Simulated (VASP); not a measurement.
# AlRu (rocksalt type) (Fm-3m) in VASP: notebook

The runs below take AlRu (rocksalt type) through single point, with PBE.

Everything below comes from runs of VASP 6.6.1. Logs are shortened: lines on timing, memory, paths and dates and some standing lists are left out, and cuts for length are marked.

**1. The cell of the first run**

It takes space group Fm-3m (No. 225, cubic). The conventional cell has a = 4.867 Å, b = 4.867 Å, c = 4.867 Å, α = 90.00°, β = 90.00°, γ = 90.00°. Within 3.2 Å of Ru (site symmetry m-3m) lie 6 Al at 2.43 Å. Within 3.2 Å of Al (site symmetry m-3m) lie 6 Ru at 2.43 Å.

**2. Single point, PBE (volume scaled by 0.93, to set the pressure)**

Input file INCAR:

```
SYSTEM = AlRu
PREC = Accurate ; ENCUT = 520
EDIFF = 1E-6 ; ISMEAR = -1
SIGMA = 0.1 ; LREAL = .False.
LASPH = .True. ; NELM = 60
ALGO = Normal ; ISIF = 2
LWAVE = .False. ; LCHARG = .True.
GGA = PE ; LELF = .True.
LVHAR = .True. ; NBANDS = 16
```

Input file KPOINTS:

```
regular mesh
0
Gamma
  13 13 13
  0 0 0
```

Input file POSCAR:

```
AlRu
1.0
    0.0000000000      2.4332629962      2.4332629962
    2.4332629962      0.0000000000      2.4332629962
    2.4332629962      2.4332629962      0.0000000000
Ru Al
1 1
Direct
    0.0000000000      0.0000000000      0.0000000000
    0.5000000000      0.5000000000      0.5000000000
```

Potentials or basis: VASP PAW PBE potentials, release 64 (Ru_pv, Al).

Run with:

```
cat potpaw_PBE.64/Ru_pv/POTCAR potpaw_PBE.64/Al/POTCAR > POTCAR
mpirun -np 1 vasp_std > vasp.out
```

OUTCAR:

```text
SYSTEM = AlRu
   PREC = Accurate
   ENCUT = 520
   EDIFF = 1E-6
   ISMEAR = -1
   LREAL = .False.
   LASPH = .True.
   NELM = 60
   ISIF = 2
   GGA = PE

 ion  position               nearest neighbor table
   1  0.000  0.000  0.000-   2 2.43   2 2.43   2 2.43   2 2.43   2 2.43   2 2.43
   2  0.500  0.500  0.500-   1 2.43   1 2.43   1 2.43   1 2.43   1 2.43   1 2.43

  LATTYP: Found a face centered cubic cell.
 ALAT       =     4.8665259924

  Lattice vectors:

 A1 = (   0.0000000000,   2.4332629962,   2.4332629962)
 A2 = (   2.4332629962,   0.0000000000,   2.4332629962)
 A3 = (   2.4332629962,   2.4332629962,   0.0000000000)

Analysis of symmetry for initial positions (statically):
=====================================================================
 Subroutine PRICEL returns:
 Original cell was already a primitive cell.

 Routine SETGRP: Setting up the symmetry group for a
 face centered cubic supercell.

 Subroutine GETGRP returns: Found 48 space group operations
 (whereof 48 operations were pure point group operations)
 out of a pool of 48 trial point group operations.

The static configuration has the point symmetry O_h .

Analysis of symmetry for dynamics (positions and initial velocities):
=====================================================================
 Subroutine PRICEL returns:
 Original cell was already a primitive cell.

 Routine SETGRP: Setting up the symmetry group for a
 face centered cubic supercell.

 Subroutine GETGRP returns: Found 48 space group operations
 (whereof 48 operations were pure point group operations)
 out of a pool of 48 trial point group operations.

The dynamic configuration has the point symmetry O_h .

 Subroutine INISYM returns: Found 48 space group operations
 (whereof 48 operations are pure point group operations),
 and found     1 'primitive' translations

----------------------------------------------------------------------------------------

                                     Primitive cell

  volume of cell :      28.8136

  direct lattice vectors                    reciprocal lattice vectors
     0.000000000  2.433262996  2.433262996    -0.205485392  0.205485392  0.205485392
     2.433262996  0.000000000  2.433262996     0.205485392 -0.205485392  0.205485392
     2.433262996  2.433262996  0.000000000     0.205485392  0.205485392 -0.205485392

  length of vectors
[... 74 lines left out ...]
   ISTART =      0    job   : 0-new  1-cont  2-samecut
   ICHARG =      2    charge: 1-file 2-atom 10-const
   ISPIN  =      1    spin polarized calculation?
   LNONCOLLINEAR =      F non collinear calculations
   LSORBIT =      F    spin-orbit coupling
   LASPH  =      T    aspherical Exc in radial PAW
   ENCUT  =  520.0 eV  38.22 Ry    6.18 a.u.   6.40  6.40  6.40*2*pi/ulx,y,z
   NELM   =     60;   NELMIN=  2; NELMDL= -5     # of ELM steps
   EDIFF  = 0.1E-05   stopping-criterion for ELM
   LREAL  =      F    real-space projection
   EDIFFG = 0.1E-04   stopping-criterion for IOM
   NSW    =      0    number of steps for IOM
   IBRION =     -1    ionic relax: 0-MD 1-quasi-New 2-CG
   NFREE  =      0    steps in history (QN), initial steepest desc. (CG)
   ISIF   =      2    stress and relaxation
   ISYM   =      2    0-nonsym 1-usesym 2-fastsym
   POTIM  = 0.5000    time-step for ionic-motion
   TEBEG  =    0.0;   TEEND  =   0.0 temperature during run
   PSTRESS=    0.0 pullay stress
   NELECT =      17.0000    total number of electrons
   NUPDOWN=      -1.0000    fix difference up-down
   EMIN   =  10.00;   EMAX   =-10.00  energy-range for DOS
   EFERMI =   0.00;   METHOD = LEGACY
   ISMEAR =    -1;   SIGMA  =   0.10  broadening in eV -4-tet -1-fermi 0-gaus
   EFERMI_NEDOS =   21; number of points for ismear=-14 and -15
   IALGO  =     38    algorithm
   IMIX   =      4    mixing-type and parameters
     AMIX     =   0.40;   BMIX     =  1.00
     AMIX_MAG =   1.60;   BMIX_MAG =  1.00
  volume/ion in A,a.u.               =      14.41        97.22
  Fermi-wavevector in a.u.,A,eV,Ry     =   1.373068  2.594723 25.651283  1.885316
  Thomas-Fermi vector in A             =   2.498618
   LORBIT       =      0    0 simple, 1 ext, 2 COOP (PROOUT), +10 PAW based schemes
   GGA     = PE    functional components
   LHFCALC =     F    Hartree Fock is set to
   AEXX    =    0.0000 exact exchange contribution
   IVDW    =     0    specifies the selected vdW correction
   LEPSILON=     F    determine dielectric tensor
   LRPA    =     F    only Hartree local field effects (RPA)
 non-spin polarized calculation
  energy-cutoff  :      520.00
  volume of cell :       28.81
 maximum number of plane-waves:       791
 NGX is ok and might be reduce to    28
   NGX = 13   NGY = 13   NGZ = 13

 number of electron      17.0000000 magnetization

 Free energy of the ion-electron system (eV)
  ---------------------------------------------------
  ext. energy  EPLUGINS =         0.00000000
  ---------------------------------------------------
  free energy    TOTEN  =       -12.63746772 eV

  energy without entropy =      -12.57660960  energy(sigma->0) =      -12.60703866

 E-fermi :   9.9880     XC(G=0): -12.0912

 val. band max:        9.9879197430   @ k =   0.4615   0.4615   0.0000
 cond. band min:       9.9910766849   @ k =  -0.4615   0.4615   0.0769
 fundamental gap:      0.0031569419
 Fermi energy:         9.9879508133

 k-point     1 :       0.0000    0.0000    0.0000
  band No.  band energies     occupation
      1     -31.9193      2.00000
      2     -31.9193      2.00000
      3     -31.9193      2.00000
      4       0.5625      2.00000
      5       7.7469      2.00000
      6       7.7469      2.00000
[... 433 lines left out ...]
      3     -31.9384      2.00000
      4       3.9526      2.00000
      5       5.7842      2.00000
      6       6.8803      2.00000
[... 8 lines left out ...]
     15      22.5671      0.00000
     16      22.6264      0.00000

 [... further k-points ...]
[... 5 lines left out ...]
  --------------------------------------------------------------------------------------
  -------------------------------------------------------------------------------------
  Total        2.1735081      2.1735081      2.1735081     -0.0000000     -0.0000000      0.0000000
  in kB      120.8578014    120.8578014    120.8578014     -0.0000000     -0.0000000      0.0000000
  external PRESSURE =     120.8578014 kB  Pullay stress =       0.0000000 kB

 VOLUME and BASIS-vectors are now :
 -----------------------------------------------------------------------------
  energy-cutoff  :      520.00
  volume of cell :       28.81
      direct lattice vectors                 reciprocal lattice vectors
     0.000000000  2.433262996  2.433262996    -0.205485392  0.205485392  0.205485392
     2.433262996  0.000000000  2.433262996     0.205485392 -0.205485392  0.205485392
     2.433262996  2.433262996  0.000000000     0.205485392  0.205485392 -0.205485392

 POSITION                                       TOTAL-FORCE (eV/Angst)
 -----------------------------------------------------------------------------------
      0.00000      0.00000      0.00000        -0.000000     -0.000000     -0.000000
      2.43326      2.43326      2.43326         0.000000      0.000000      0.000000
 -----------------------------------------------------------------------------------
    total drift:                               -0.000000     -0.000000      0.000000

  FREE ENERGIE OF THE ION-ELECTRON SYSTEM (eV)
  ---------------------------------------------------
  free  energy   TOTEN  =       -12.6374677182 eV

  energy  without entropy=      -12.5766095955  energy(sigma->0) =      -12.60703866
```

stdout:

```text
POSCAR found type information on POSCAR RuAl
 POSCAR found :  2 types and       2 ions
 scaLAPACK will be used
 LDA part: xc-table for (Slater+PW92), standard interpolation
 POSCAR, INCAR and KPOINTS ok, starting setup
 FFT: planning ... GRIDC
 FFT: planning ... GRID_SOFT
 FFT: planning ... GRID
 WAVECAR not read
 entering main loop
```

It took 17 s on 1 thread of Intel Xeon 6975P-C (Granite Rapids), shared host; peak memory 0.18 GiB.

What came out:

```
Free energy : -12.6375 eV
Pressure    : 12.1 GPa
```

Levels at points of the mesh, in eV from the Fermi level:
| k point | band 5 | band 6 | band 7 | band 8 | band 9 | band 10 | band 11 | band 12 | band 13 | band 14 |
| --- | --- | --- | --- | --- | --- | --- | --- | --- | --- | --- |
| (0.00, 0.00, 0.00) | -2.24 | -2.24 | -2.24 | -1.87 | -1.87 | 6.94 | 6.94 | 6.94 | 10.07 | 12.64 |

Caveat: the cell differs from its parent crystal (volume scaled by 0.93, to set the pressure).

**3. Single point, PBE**

Input file INCAR:

```
PREC = Accurate ; ENCUT = 520
EDIFF = 1E-7 ; ISMEAR = -1
SIGMA = 0.1 ; LREAL = False
LASPH = True ; NELM = 100
ALGO = Normal ; ISIF = 2
LWAVE = False ; LCHARG = False
GGA = PE ; NBANDS = 16
```

Input file KPOINTS:

```
Automatic mesh
0
Gamma
  13 13 13
```

POSCAR is that of step 2.

Potentials or basis: VASP PAW PBE potentials, release 64 (Ru_pv, Al).

Run with:

```
cat potpaw_PBE.64/Ru_pv/POTCAR potpaw_PBE.64/Al/POTCAR > POTCAR
mpirun -np 1 vasp_std > vasp.out
```

Run time: 19 s. Hardware: 1 thread of Intel Xeon 6975P-C (Granite Rapids), shared host; peak memory 0.18 GiB.

The run converged. Its results:

```yaml
Free_energy: -12.6375 eV
Pressure: 12.1 GPa
```

Levels at points of the mesh, in eV from the Fermi level:
```
           k point  band 7  band 8  band 9  band 10  band 11  band 12
(0.00, 0.00, 0.00)   -2.24   -1.87   -1.87     6.94     6.94     6.94
```
